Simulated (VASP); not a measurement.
# AlNi (P4/mmm) in VASP: further runs

Runs on AlNi. Level: PBEsol. Tasks: single point.

Program: VASP 6.6.1. These are calculated values, not measurements. Logs are shortened: lines on timing, memory, paths and dates and some standing lists are left out, and cuts for length are marked.

## Step 1: The cell of the first run

It takes space group P4/mmm (No. 123, tetragonal). The conventional cell has a = 2.916 Å, b = 2.916 Å, c = 2.800 Å, α = 90.00°, β = 90.00°, γ = 90.00°. Al (site symmetry 4/mmm) has 8 Ni at 2.49 Å and 6 Al at 2.80 to 2.92 Å within 3.3 Å. Ni (site symmetry 4/mmm) has 8 Al at 2.49 Å and 6 Ni at 2.80 to 2.92 Å within 3.3 Å.

## Step 2: Single point, PBEsol (biaxial strain in the a-b plane: +2.0 %, then relaxed in part)

Contents of INCAR:

```
SYSTEM = AlNi
PREC = Accurate
ENCUT = 520
EDIFF = 1E-6
ISMEAR = 0
SIGMA = 0.1
LREAL = .False.
LASPH = .True.
NELM = 100
ALGO = Fast
ISIF = 2
LWAVE = .False.
LCHARG = .True.
GGA = PS
LELF = .True.
LVHAR = .True.
NBANDS = 14
```

Contents of KPOINTS:

```
Automatic mesh
0
Gamma
  18 18 18
  0 0 0
```

Contents of POSCAR:

```
AlNi
1.0
    2.9157770390      0.0000000000      0.0000000000
    0.0000000000      2.9157770390      0.0000000000
    0.0000000000      0.0000000000      2.8003031918
Al Ni
1 1
Direct
    0.0000000000      0.0000000000      0.0000000000
    0.5000000000      0.5000000000      0.5000000000
```

Potentials or basis: VASP PAW PBE potentials, release 64 (Al, Ni).

The run is started by

```console
$ cat potpaw_PBE.64/Al/POTCAR potpaw_PBE.64/Ni/POTCAR > POTCAR
$ mpirun -np 1 vasp_std > vasp.out
```

OUTCAR:

```text
SYSTEM = AlNi
   PREC = Accurate
   ENCUT = 520
   EDIFF = 1E-6
   ISMEAR = 0
   LREAL = .False.
   LASPH = .True.
   NELM = 100
   ISIF = 2
   GGA = PS

 ion  position               nearest neighbor table
   1  0.000  0.000  0.000-   2 2.49   2 2.49   2 2.49   2 2.49   2 2.49   2 2.49   2 2.49   2 2.49

   2  0.500  0.500  0.500-   1 2.49   1 2.49   1 2.49   1 2.49   1 2.49   1 2.49   1 2.49   1 2.49

  LATTYP: Found a simple tetragonal cell.
 ALAT       =     2.9157770390
 C/A-ratio  =     0.9603968871

  Lattice vectors:

 A1 = (   2.9157770390,   0.0000000000,   0.0000000000)
 A2 = (   0.0000000000,   2.9157770390,   0.0000000000)
 A3 = (   0.0000000000,   0.0000000000,   2.8003031918)

Analysis of symmetry for initial positions (statically):
=====================================================================
 Subroutine PRICEL returns:
 Original cell was already a primitive cell.

 Routine SETGRP: Setting up the symmetry group for a
 simple tetragonal supercell.

 Subroutine GETGRP returns: Found 16 space group operations
 (whereof 16 operations were pure point group operations)
 out of a pool of 16 trial point group operations.

The static configuration has the point symmetry D_4h.

Analysis of symmetry for dynamics (positions and initial velocities):
=====================================================================
 Subroutine PRICEL returns:
 Original cell was already a primitive cell.

 Routine SETGRP: Setting up the symmetry group for a
 simple tetragonal supercell.

 Subroutine GETGRP returns: Found 16 space group operations
 (whereof 16 operations were pure point group operations)
 out of a pool of 16 trial point group operations.

The dynamic configuration has the point symmetry D_4h.

 Subroutine INISYM returns: Found 16 space group operations
 (whereof 16 operations are pure point group operations),
 and found     1 'primitive' translations

----------------------------------------------------------------------------------------

                                     Primitive cell

  volume of cell :      23.8075

  direct lattice vectors                    reciprocal lattice vectors
     2.915777039  0.000000000  0.000000000     0.342961751  0.000000000  0.000000000
     0.000000000  2.915777039  0.000000000     0.000000000  0.342961751  0.000000000
     0.000000000  0.000000000  2.800303192     0.000000000  0.000000000  0.357104189

  length of vectors
     2.915777039  2.915777039  2.800303192     0.342961751  0.342961751  0.357104189

  position of ions in fractional coordinates (direct lattice)
     0.000000000  0.000000000  0.000000000
     0.500000000  0.500000000  0.500000000

  ion indices of the primitive-cell ions
   primitive index   ion index
                 1           1
                 2           2

----------------------------------------------------------------------------------------

 KPOINTS: Automatic mesh

Automatic generation of k-mesh.
 Grid dimensions read from file:
 generate k-points for:   18   18   18

 Generating k-lattice:

  Cartesian coordinates                     Fractional coordinates (reciprocal lattice)
     0.019053431  0.000000000  0.000000000     0.055555556  0.000000000  0.000000000
     0.000000000  0.019053431  0.000000000     0.000000000  0.055555556  0.000000000
     0.000000000  0.000000000  0.019839122     0.000000000  0.000000000  0.055555556

  Length of vectors
     0.019053431  0.019053431  0.019839122

  Shift w.r.t. Gamma in fractional coordinates (k-lattice)
     0.000000000  0.000000000  0.000000000

 Subroutine IBZKPT returns following result:
 ===========================================

 Found    550 irreducible k-points:

 Following reciprocal coordinates:
            Coordinates               Weight
  0.000000  0.000000  0.000000      1.000000
  0.055556  0.000000  0.000000      4.000000
  0.111111  0.000000  0.000000      4.000000
  0.166667  0.000000  0.000000      4.000000
  0.222222  0.000000  0.000000      4.000000
  0.277778  0.000000  0.000000      4.000000
[... 16 lines left out ...]
  0.277778  0.111111  0.000000      8.000000
  0.333333  0.111111  0.000000      8.000000
 [... further k-points ...]
   k-points           NKPTS =    550   k-points in BZ     NKDIM =    550   number of bands    NBANDS=     14
   number of dos      NEDOS =    301   number of ions     NIONS =      2
   total plane-waves  NPLWV =  13824
   dimension x,y,z NGX =    24 NGY =   24 NGZ =   24
   dimension x,y,z NGXF=    48 NGYF=   48 NGZF=   48
   ions per type =               1   1
   NGX,Y,Z   is equivalent  to a cutoff of  13.68, 13.68, 14.25 a.u.
   NGXF,Y,Z  is equivalent  to a cutoff of  27.37, 27.37, 28.50 a.u.
 SYSTEM =  AlNi
   PREC   = accura    normal or accurate (medium, high low for compatibility)
   ISTART =      0    job   : 0-new  1-cont  2-samecut
   ICHARG =      2    charge: 1-file 2-atom 10-const
   ISPIN  =      1    spin polarized calculation?
   LNONCOLLINEAR =      F non collinear calculations
   LSORBIT =      F    spin-orbit coupling
   LASPH  =      T    aspherical Exc in radial PAW
   ENCUT  =  520.0 eV  38.22 Ry    6.18 a.u.   5.42  5.42  5.21*2*pi/ulx,y,z
   NELM   =    100;   NELMIN=  2; NELMDL= -5     # of ELM steps
   EDIFF  = 0.1E-05   stopping-criterion for ELM
   LREAL  =      F    real-space projection
   EDIFFG = 0.1E-04   stopping-criterion for IOM
   NSW    =      0    number of steps for IOM
   IBRION =     -1    ionic relax: 0-MD 1-quasi-New 2-CG
   NFREE  =      0    steps in history (QN), initial steepest desc. (CG)
   ISIF   =      2    stress and relaxation
   ISYM   =      2    0-nonsym 1-usesym 2-fastsym
   POTIM  = 0.5000    time-step for ionic-motion
   TEBEG  =    0.0;   TEEND  =   0.0 temperature during run
   PSTRESS=    0.0 pullay stress
   NELECT =      13.0000    total number of electrons
   NUPDOWN=      -1.0000    fix difference up-down
   EMIN   =  10.00;   EMAX   =-10.00  energy-range for DOS
   EFERMI =   0.00;   METHOD = LEGACY
   ISMEAR =     0;   SIGMA  =   0.10  broadening in eV -4-tet -1-fermi 0-gaus
   EFERMI_NEDOS =   21; number of points for ismear=-14 and -15
   IALGO  =     68    algorithm
   IMIX   =      4    mixing-type and parameters
     AMIX     =   0.40;   BMIX     =  1.00
     AMIX_MAG =   1.60;   BMIX_MAG =  1.00
  volume/ion in A,a.u.               =      11.90        80.33
  Fermi-wavevector in a.u.,A,eV,Ry     =   1.338088  2.528620 24.360958  1.790480
  Thomas-Fermi vector in A             =   2.466586
   LORBIT       =      0    0 simple, 1 ext, 2 COOP (PROOUT), +10 PAW based schemes
   GGA     = PS    functional components
   LHFCALC =     F    Hartree Fock is set to
   AEXX    =    0.0000 exact exchange contribution
   IVDW    =     0    specifies the selected vdW correction
   LEPSILON=     F    determine dielectric tensor
   LRPA    =     F    only Hartree local field effects (RPA)
 non-spin polarized calculation
 RMM-DIIS sequential band-by-band and
 Gauss-broadening in eV      SIGMA  =   0.10
  energy-cutoff  :      520.00
  volume of cell :       23.81
 maximum number of plane-waves:       660
 NGX is ok and might be reduce to    24
   NGX = 11   NGY = 11   NGZ = 11

 number of electron      13.0000006 magnetization

 Free energy of the ion-electron system (eV)
  ---------------------------------------------------
  ext. energy  EPLUGINS =         0.00000000
  ---------------------------------------------------
  free energy    TOTEN  =       -11.57942496 eV

  energy without entropy =      -11.57544779  energy(sigma->0) =      -11.57743637

 E-fermi :   9.9518     XC(G=0): -12.1873

 val. band max:        9.9491301430   @ k =   0.3333   0.0000   0.3333
 cond. band min:       9.9546909017   @ k =   0.3333   0.2222   0.0000
 fundamental gap:      0.0055607586
 Fermi energy:         9.9518320423

 k-point     1 :       0.0000    0.0000    0.0000
  band No.  band energies     occupation
      1      -1.2093      2.00000
      2       6.6817      2.00000
      3       6.7089      2.00000
      4       8.3290      2.00000
      5       8.4495      2.00000
      6       8.4495      2.00000
      7      14.9929      0.00000
      8      14.9929      0.00000
      9      16.4651      0.00000
     10      17.9473      0.00000
     11      18.2002      0.00000
     12      23.8468      0.00000
     13      30.2892      0.00000
     14      31.2452      0.00000

 k-point     2 :       0.0556    0.0000    0.0000
  band No.  band energies     occupation
      1      -1.1538      2.00000
      2       6.6785      2.00000
      3       6.7180      2.00000
      4       8.3034      2.00000
      5       8.4290      2.00000
      6       8.4519      2.00000
      7      14.4018      0.00000
      8      15.0687      0.00000
      9      16.5355      0.00000
     10      18.0980      0.00000
     11      18.6238      0.00000
     12      24.0049      0.00000
     13      29.5537      0.00000
     14      30.6359      0.00000

 k-point     3 :       0.1111    0.0000    0.0000
  band No.  band energies     occupation
      1      -0.9875      2.00000
      2       6.6521      2.00000
      3       6.7522      2.00000
      4       8.2314      2.00000
      5       8.3708      2.00000
      6       8.4587      2.00000
      7      13.2622      0.00000
      8      15.2913      0.00000
      9      16.7435      0.00000
     10      18.1219      0.00000
     11      19.6621      0.00000
     12      24.5111      0.00000
     13      28.2482      0.00000
     14      29.3871      0.00000

 k-point     4 :       0.1667    0.0000    0.0000
  band No.  band energies     occupation
      1      -0.7120      2.00000
      2       6.5724      2.00000
      3       6.8085      2.00000
      4       8.1261      2.00000
      5       8.2845      2.00000
      6       8.4690      2.00000
      7      12.0777      0.00000
      8      15.6483      0.00000
      9      17.0800      0.00000
     10      18.1353      0.00000
     11      20.6535      0.00000
     12      25.4240      0.00000
     13      26.8884      0.00000
     14      28.0720      0.00000

 k-point     5 :       0.2222    0.0000    0.0000
  band No.  band energies     occupation
      1      -0.3297      2.00000
      2       6.3870      2.00000
      3       6.8795      2.00000
      4       8.0041      2.00000
      5       8.1829      2.00000
      6       8.4818      2.00000
      7      11.0220      0.00000
      8      16.1239      0.00000
      9      17.5330      0.00000
     10      18.1498      0.00000
     11      21.4580      0.00000
[... 276 lines left out ...]
 k-point    22 :       0.2222    0.1111    0.0000
  band No.  band energies     occupation
      1      -0.1145      2.00000
      2       6.4662      2.00000
      3       6.8656      2.00000
      4       7.8771      2.00000
      5       8.1935      2.00000
      6       8.4095      2.00000
      7      11.2038      0.00000
      8      14.2628      0.00000
      9      17.7997      0.00000
     10      19.3887      0.00000
     11      22.2929      0.00000
     12      23.7489      0.00000
     13      26.9212      0.00000
     14      27.0470      0.00000

 k-point    23 :       0.2778    0.1111    0.0000
  band No.  band energies     occupation
      1       0.3667      2.00000
      2       6.1211      2.00000
      3       6.9503      2.00000
      4       7.7694      2.00000
      5       8.0920      2.00000
      6       8.4240      2.00000
      7      10.3493      0.00000
      8      14.7312      0.00000
      9      18.3513      0.00000
     10      19.3440      0.00000
     11      22.7041      0.00000
     12      23.0735      0.00000
     13      25.6934      0.00000
     14      28.3788      0.00000

 k-point    24 :       0.3333    0.1111    0.0000
  band No.  band energies     occupation
      1       0.9440      2.00000
      2       5.5626      2.00000
      3       7.0353      2.00000
      4       7.6868      2.00000
      5       8.0001      2.00000
      6       8.4379      2.00000
      7       9.7600      1.99333
      8      15.2709      0.00000
      9      18.9951      0.00000
     10      19.1484      0.00000
     11      21.9207      0.00000
     12      23.7590      0.00000
     13      24.5296      0.00000
     14      27.6219      0.00000

 [... further k-points ...]
[... 5 lines left out ...]
  --------------------------------------------------------------------------------------
  -------------------------------------------------------------------------------------
  Total       -0.4926995     -0.4926995      0.0609360      0.0000000      0.0000000      0.0000000
  in kB      -33.1572891    -33.1572891      4.1008216      0.0000000      0.0000000      0.0000000
  external PRESSURE =     -20.7379189 kB  Pullay stress =       0.0000000 kB

 VOLUME and BASIS-vectors are now :
 -----------------------------------------------------------------------------
  energy-cutoff  :      520.00
  volume of cell :       23.81
      direct lattice vectors                 reciprocal lattice vectors
     2.915777039  0.000000000  0.000000000     0.342961751  0.000000000  0.000000000
     0.000000000  2.915777039  0.000000000     0.000000000  0.342961751  0.000000000
     0.000000000  0.000000000  2.800303192     0.000000000  0.000000000  0.357104189

 POSITION                                       TOTAL-FORCE (eV/Angst)
 -----------------------------------------------------------------------------------
      0.00000      0.00000      0.00000         0.000000      0.000000      0.000000
      1.45789      1.45789      1.40015         0.000000      0.000000      0.000000
 -----------------------------------------------------------------------------------
    total drift:                                0.000000      0.000000     -0.000000

  FREE ENERGIE OF THE ION-ELECTRON SYSTEM (eV)
  ---------------------------------------------------
  free  energy   TOTEN  =       -11.5794249570 eV

  energy  without entropy=      -11.5754477861  energy(sigma->0) =      -11.57743637
```

Run time: 94 s. Hardware: 1 thread of AMD EPYC 9R45 (Zen 5), shared host; peak memory 0.26 GiB.

What came out:

| Quantity | Value |
| --- | --- |
| Free energy | -11.5794 eV |
| Pressure | -2.1 GPa |

Levels at points of the mesh, in eV from the Fermi level:
```
           k point  band 5  band 6  band 7  band 8  band 9  band 10
(0.00, 0.00, 0.00)   -1.50   -1.50    5.04    5.04    6.51     8.00
(0.50, 0.00, 0.00)   -2.10   -1.42   -0.74    8.26    9.51    10.42
(0.50, 0.50, 0.00)   -1.97   -1.97   -1.07    1.22    2.28    13.03
(0.00, 0.00, 0.50)   -2.33   -1.51   -0.44    8.32    9.68     9.68
(0.50, 0.00, 0.50)   -2.16   -2.12   -0.99    1.62    2.64    12.03
(0.50, 0.50, 0.50)   -0.94    1.96    1.96    2.04    3.78     4.21
```

Caveat: the cell differs from its parent crystal (biaxial strain in the a-b plane: +2.0 %, then relaxed in part); the PAW data sets were made with another functional, which shifts forces and pressure a little. Spin polarisation is off, so any magnetic state and its effect on volume and gap are missing.

## Step 3: Single point, PBEsol (biaxial strain in the a-b plane: +3.0 %, then relaxed in part)

Contents of INCAR:

```
PREC = Accurate
ENCUT = 520
EDIFF = 1E-7
ISMEAR = 0
SIGMA = 0.1
LREAL = F
LASPH = T
NELM = 100
ALGO = Fast
ISIF = 2
LWAVE = F
LCHARG = F
GGA = PS
NBANDS = 14
```

Contents of KPOINTS:

```
regular mesh
0
Gamma
  18 18 18
```

Contents of POSCAR:

```
AlNi
1.0
    2.9443630884      0.0000000000      0.0000000000
    0.0000000000      2.9443630884      0.0000000000
    0.0000000000      0.0000000000      2.7709032058
Al Ni
1 1
Direct
    0.0000000000      0.0000000000      0.0000000000
    0.5000000000      0.5000000000      0.5000000000
```

Potentials or basis: VASP PAW PBE potentials, release 64 (Al, Ni).

The run is started by

```console
$ cat potpaw_PBE.64/Al/POTCAR potpaw_PBE.64/Ni/POTCAR > POTCAR
$ mpirun -np 1 vasp_std > vasp.out
```

Wall time 2 min (1 thread of AMD EPYC 9R45 (Zen 5), shared host); peak memory 0.26 GiB.

Results (log left out):

| Property | Result |
| --- | --- |
| Free energy | -11.5659 eV |
| Pressure | -3.6 GPa |

Stress tensor (GPa, compression positive):
```
-5.52  0.00  0.00
 0.00 -5.52  0.00
 0.00  0.00  0.18
```

Levels at points of the mesh, in eV from the Fermi level:
| k point | band 3 | band 4 | band 5 | band 6 | band 7 | band 8 | band 9 | band 10 | band 11 | band 12 |
| --- | --- | --- | --- | --- | --- | --- | --- | --- | --- | --- |
| (0.00, 0.00, 0.00) | -3.21 | -1.64 | -1.46 | -1.46 | 4.77 | 4.77 | 6.99 | 7.88 | 8.19 | 13.84 |
| (0.50, 0.00, 0.00) | -2.79 | -2.35 | -2.00 | -1.39 | -0.79 | 8.18 | 9.22 | 10.07 | 11.31 | 11.91 |
| (0.50, 0.50, 0.00) | -3.12 | -3.12 | -1.88 | -1.88 | -1.09 | 1.07 | 2.12 | 13.30 | 15.99 | 16.02 |
| (0.00, 0.00, 0.50) | -2.66 | -2.34 | -2.34 | -1.52 | -0.35 | 8.32 | 9.48 | 9.48 | 10.70 | 10.70 |
| (0.50, 0.00, 0.50) | -2.87 | -2.56 | -2.18 | -2.11 | -0.98 | 1.69 | 2.66 | 11.79 | 14.36 | 14.67 |
| (0.50, 0.50, 0.50) | -4.06 | -1.05 | -0.91 | 1.97 | 1.97 | 2.08 | 3.71 | 4.03 | 4.67 | 4.67 |

Caveat: the cell differs from its parent crystal (biaxial strain in the a-b plane: +3.0 %, then relaxed in part); the PAW data sets were made with another functional, which shifts forces and pressure a little.

[end of part 1 of 2]
